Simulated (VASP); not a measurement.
# Sc (P6/mmm) in VASP: a series of runs

The runs below take Sc through single point, with PBE.

Everything below comes from runs of VASP 6.6.1. Logs are shortened: lines on timing, memory, paths and dates and some standing lists are left out, and cuts for length are marked.

## (1) The cell of the first run

It takes space group P6/mmm (No. 191, hexagonal). Conventional cell: a = 2.312 Å, b = 2.312 Å, c = 2.200 Å, α = 90.00°, β = 90.00°, γ = 120.00°. Within 2.9 Å of Sc (site symmetry 6/mmm) lie 8 Sc at 2.20 to 2.31 Å.

## (2) Single point, PBE

Contents of INCAR:

```
SYSTEM = Sc
PREC = Accurate
ENCUT = 500
EDIFF = 1E-6
ISMEAR = -1
SIGMA = 0.1
LREAL = .False.
LASPH = .True.
NELM = 120
ALGO = Normal
ISIF = 2
LWAVE = .False.
LCHARG = .True.
GGA = PE
LELF = .True.
LVHAR = .True.
NBANDS = 12
GGA_COMPAT = .False.
```

Contents of KPOINTS:

```
Automatic mesh
0
Gamma
  19 19 17
  0 0 0
```

Contents of POSCAR:

```
Sc
1.0
    2.3122133755      0.0000000000      0.0000000000
   -1.1561066877      2.0024355222      0.0000000000
    0.0000000000      0.0000000000      2.1995795134
Sc
1
Direct
    0.0000000000      0.0000000000      0.0000000000
```

Potentials or basis: VASP PAW PBE potentials, release 64 (Sc_sv).

Launch:

```bash
$ cat potpaw_PBE.64/Sc_sv/POTCAR > POTCAR
$ mpirun -np 1 vasp_std > vasp.out
```

OUTCAR:

```text
SYSTEM = Sc
   PREC = Accurate
   ENCUT = 500
   EDIFF = 1E-6
   ISMEAR = -1
   LREAL = .False.
   LASPH = .True.
   NELM = 120
   ISIF = 2
   GGA = PE

 ion  position               nearest neighbor table
   1  0.000  0.000  0.000-

  LATTYP: Found a hexagonal cell.
 ALAT       =     2.3122133755
 C/A-ratio  =     0.9512874273

  Lattice vectors:

 A1 = (   2.3122133755,   0.0000000000,   0.0000000000)
 A2 = (  -1.1561066877,   2.0024355222,   0.0000000000)
 A3 = (   0.0000000000,   0.0000000000,   2.1995795134)

Analysis of symmetry for initial positions (statically):
=====================================================================
 Subroutine PRICEL returns:
 Original cell was already a primitive cell.

 Routine SETGRP: Setting up the symmetry group for a
 hexagonal supercell.

 Subroutine GETGRP returns: Found 24 space group operations
 (whereof 24 operations were pure point group operations)
 out of a pool of 24 trial point group operations.

The static configuration has the point symmetry D_6h.

Analysis of symmetry for dynamics (positions and initial velocities):
=====================================================================
 Subroutine PRICEL returns:
 Original cell was already a primitive cell.

 Routine SETGRP: Setting up the symmetry group for a
 hexagonal supercell.

 Subroutine GETGRP returns: Found 24 space group operations
 (whereof 24 operations were pure point group operations)
 out of a pool of 24 trial point group operations.

The dynamic configuration has the point symmetry D_6h.

 Subroutine INISYM returns: Found 24 space group operations
 (whereof 24 operations are pure point group operations),
 and found     1 'primitive' translations

----------------------------------------------------------------------------------------

                                     Primitive cell

  volume of cell :      10.1842

  direct lattice vectors                    reciprocal lattice vectors
     2.312213375  0.000000000  0.000000000     0.432486037  0.249695930  0.000000000
    -1.156106688  2.002435522  0.000000000     0.000000000  0.499391860  0.000000000
     0.000000000  0.000000000  2.199579513     0.000000000  0.000000000  0.454632349

  length of vectors
     2.312213375  2.312213376  2.199579513     0.499391860  0.499391860  0.454632349

  position of ions in fractional coordinates (direct lattice)
     0.000000000  0.000000000  0.000000000

  ion indices of the primitive-cell ions
   primitive index   ion index
                 1           1

----------------------------------------------------------------------------------------

 KPOINTS: Automatic mesh

Automatic generation of k-mesh.
 Grid dimensions read from file:
 generate k-points for:   19   19   17

 Generating k-lattice:

  Cartesian coordinates                     Fractional coordinates (reciprocal lattice)
     0.022762423  0.013141891  0.000000000     0.052631579  0.000000000  0.000000000
     0.000000000  0.026283782  0.000000000     0.000000000  0.052631579  0.000000000
     0.000000000  0.000000000  0.026743079     0.000000000  0.000000000  0.058823529

  Length of vectors
     0.026283782  0.026283782  0.026743079

  Shift w.r.t. Gamma in fractional coordinates (k-lattice)
     0.000000000  0.000000000  0.000000000

 Subroutine IBZKPT returns following result:
 ===========================================

 Found    360 irreducible k-points:

 Following reciprocal coordinates:
            Coordinates               Weight
  0.000000  0.000000  0.000000      1.000000
  0.052632  0.000000  0.000000      6.000000
  0.105263  0.000000  0.000000      6.000000
  0.157895  0.000000  0.000000      6.000000
  0.210526  0.000000  0.000000      6.000000
  0.263158  0.000000  0.000000      6.000000
[... 16 lines left out ...]
  0.263158  0.105263  0.000000     12.000000
  0.315789  0.105263  0.000000     12.000000
 [... further k-points ...]
   k-points           NKPTS =    360   k-points in BZ     NKDIM =    360   number of bands    NBANDS=     12
   number of dos      NEDOS =    301   number of ions     NIONS =      1
   total plane-waves  NPLWV =   5184
   dimension x,y,z NGX =    18 NGY =   18 NGZ =   16
   dimension x,y,z NGXF=    36 NGYF=   36 NGZF=   32
   ions per type =               1
   NGX,Y,Z   is equivalent  to a cutoff of  12.94, 12.94, 12.09 a.u.
   NGXF,Y,Z  is equivalent  to a cutoff of  25.88, 25.88, 24.19 a.u.
 SYSTEM =  Sc
   PREC   = accura    normal or accurate (medium, high low for compatibility)
   ISTART =      0    job   : 0-new  1-cont  2-samecut
   ICHARG =      2    charge: 1-file 2-atom 10-const
   ISPIN  =      1    spin polarized calculation?
   LNONCOLLINEAR =      F non collinear calculations
   LSORBIT =      F    spin-orbit coupling
   LASPH  =      T    aspherical Exc in radial PAW
   ENCUT  =  500.0 eV  36.75 Ry    6.06 a.u.   4.22  4.22  4.01*2*pi/ulx,y,z
   NELM   =    120;   NELMIN=  2; NELMDL= -5     # of ELM steps
   EDIFF  = 0.1E-05   stopping-criterion for ELM
   LREAL  =      F    real-space projection
   EDIFFG = 0.1E-04   stopping-criterion for IOM
   NSW    =      0    number of steps for IOM
   IBRION =     -1    ionic relax: 0-MD 1-quasi-New 2-CG
   NFREE  =      0    steps in history (QN), initial steepest desc. (CG)
   ISIF   =      2    stress and relaxation
   ISYM   =      2    0-nonsym 1-usesym 2-fastsym
   POTIM  = 0.5000    time-step for ionic-motion
   TEBEG  =    0.0;   TEEND  =   0.0 temperature during run
   PSTRESS=    0.0 pullay stress
   NELECT =      11.0000    total number of electrons
   NUPDOWN=      -1.0000    fix difference up-down
   EMIN   =  10.00;   EMAX   =-10.00  energy-range for DOS
   EFERMI =   0.00;   METHOD = LEGACY
   ISMEAR =    -1;   SIGMA  =   0.10  broadening in eV -4-tet -1-fermi 0-gaus
   EFERMI_NEDOS =   21; number of points for ismear=-14 and -15
   IALGO  =     38    algorithm
   IMIX   =      4    mixing-type and parameters
     AMIX     =   0.40;   BMIX     =  1.00
     AMIX_MAG =   1.60;   BMIX_MAG =  1.00
  volume/ion in A,a.u.               =      10.18        68.73
  Fermi-wavevector in a.u.,A,eV,Ry     =   1.679695  3.174163 38.387128  2.821374
  Thomas-Fermi vector in A             =   2.763561
   LORBIT       =      0    0 simple, 1 ext, 2 COOP (PROOUT), +10 PAW based schemes
   GGA     = PE    functional components
   LHFCALC =     F    Hartree Fock is set to
   AEXX    =    0.0000 exact exchange contribution
   IVDW    =     0    specifies the selected vdW correction
   LEPSILON=     F    determine dielectric tensor
   LRPA    =     F    only Hartree local field effects (RPA)
 non-spin polarized calculation
  energy-cutoff  :      500.00
  volume of cell :       10.18
 maximum number of plane-waves:       272
 NGX is ok and might be reduce to    18
   NGX =  9   NGY =  9   NGZ =  9

 number of electron      10.9999999 magnetization

 Free energy of the ion-electron system (eV)
  ---------------------------------------------------
  ext. energy  EPLUGINS =         0.00000000
  ---------------------------------------------------
  free energy    TOTEN  =        -1.84591904 eV

  energy without entropy =       -1.81167882  energy(sigma->0) =       -1.82879893

 E-fermi :  10.6109     XC(G=0): -14.1319

 val. band max:       10.6055726719   @ k =   0.2105   0.1053   0.2353
 cond. band min:      10.6167808158   @ k =   0.2105   0.0526   0.1765
 fundamental gap:      0.0112081438
 Fermi energy:        10.6108648988

 k-point     1 :       0.0000    0.0000    0.0000
  band No.  band energies     occupation
      1     -38.9994      2.00000
      2     -14.3045      2.00000
      3     -14.0801      2.00000
      4     -14.0801      2.00000
      5       6.6967      2.00000
      6       8.3535      2.00000
      7      12.9281      0.00000
      8      12.9281      0.00000
      9      20.0413      0.00000
     10      20.0413      0.00000
     11      29.7850      0.00000
     12      35.0641      0.00000

 k-point     2 :       0.0526    0.0000    0.0000
  band No.  band energies     occupation
      1     -38.9612      2.00000
      2     -14.2865      2.00000
      3     -14.2495      2.00000
      4     -14.1148      2.00000
      5       6.8570      2.00000
      6       8.4631      2.00000
      7      12.7351      0.00000
      8      13.0867      0.00000
      9      19.8562      0.00000
     10      20.0127      0.00000
     11      30.1283      0.00000
     12      35.3394      0.00000

 k-point     3 :       0.1053    0.0000    0.0000
  band No.  band energies     occupation
      1     -38.8495      2.00000
      2     -14.7265      2.00000
      3     -14.2339      2.00000
      4     -14.2139      2.00000
      5       7.2765      2.00000
      6       8.7846      2.00000
      7      12.2601      0.00000
      8      13.5531      0.00000
      9      19.3493      0.00000
     10      19.9305      0.00000
     11      31.0224      0.00000
     12      36.1106      0.00000
[... 286 lines left out ...]
 k-point    23 :       0.2632    0.1053    0.0000
  band No.  band energies     occupation
      1     -37.8579      2.00000
      2     -17.9332      2.00000
      3     -15.2593      2.00000
      4     -13.7892      2.00000
      5       8.7155      2.00000
      6       9.9501      1.99730
      7      13.0134      0.00000
      8      16.3213      0.00000
      9      18.5478      0.00000
     10      19.0289      0.00000
     11      30.3449      0.00000
     12      33.5774      0.00000

 k-point    24 :       0.3158    0.1053    0.0000
  band No.  band energies     occupation
      1     -37.6330      2.00000
      2     -18.5387      2.00000
      3     -15.4613      2.00000
      4     -13.6943      2.00000
      5       8.2328      2.00000
      6      10.4729      1.59788
      7      14.0951      0.00000
      8      15.8145      0.00000
      9      18.8465      0.00000
     10      19.6994      0.00000
     11      29.2240      0.00000
     12      32.7261      0.00000

 [... further k-points ...]
[... 5 lines left out ...]
  --------------------------------------------------------------------------------------
  -------------------------------------------------------------------------------------
  Total       10.4776371     10.4776371     10.5519630      0.0000000      0.0000000     -0.0000000
  in kB     1648.3438815   1648.3438816   1660.0368338      0.0000000      0.0000000     -0.0000000
  external PRESSURE =    1652.2415323 kB  Pullay stress =       0.0000000 kB

 VOLUME and BASIS-vectors are now :
 -----------------------------------------------------------------------------
  energy-cutoff  :      500.00
  volume of cell :       10.18
      direct lattice vectors                 reciprocal lattice vectors
     2.312213375  0.000000000  0.000000000     0.432486037  0.249695930  0.000000000
    -1.156106688  2.002435522  0.000000000     0.000000000  0.499391860  0.000000000
     0.000000000  0.000000000  2.199579513     0.000000000  0.000000000  0.454632349

 POSITION                                       TOTAL-FORCE (eV/Angst)
 -----------------------------------------------------------------------------------
      0.00000      0.00000      0.00000        -0.000000      0.000000      0.000000
 -----------------------------------------------------------------------------------
    total drift:                               -0.000000      0.000000      0.000000

  FREE ENERGIE OF THE ION-ELECTRON SYSTEM (eV)
  ---------------------------------------------------
  free  energy   TOTEN  =        -1.8459190399 eV

  energy  without entropy=       -1.8116788167  energy(sigma->0) =       -1.82879893
```

It took 21 s on 1 thread of Intel Xeon 6975P-C, shared host; peak memory 0.15 GiB.

What came out:

- Free energy: -1.8459 eV
- Pressure: 165.2 GPa

Stress tensor (GPa, compression positive):
```
164.83   0.00   0.00
  0.00 164.83   0.00
  0.00   0.00 166.00
```

Levels at points of the mesh, in eV from the Fermi level:
```
           k point  band 4  band 5  band 6  band 7  band 8  band 9
(0.00, 0.00, 0.00)  -24.69   -3.91   -2.26    2.32    2.32    9.43
```

[end of part 1 of 2]
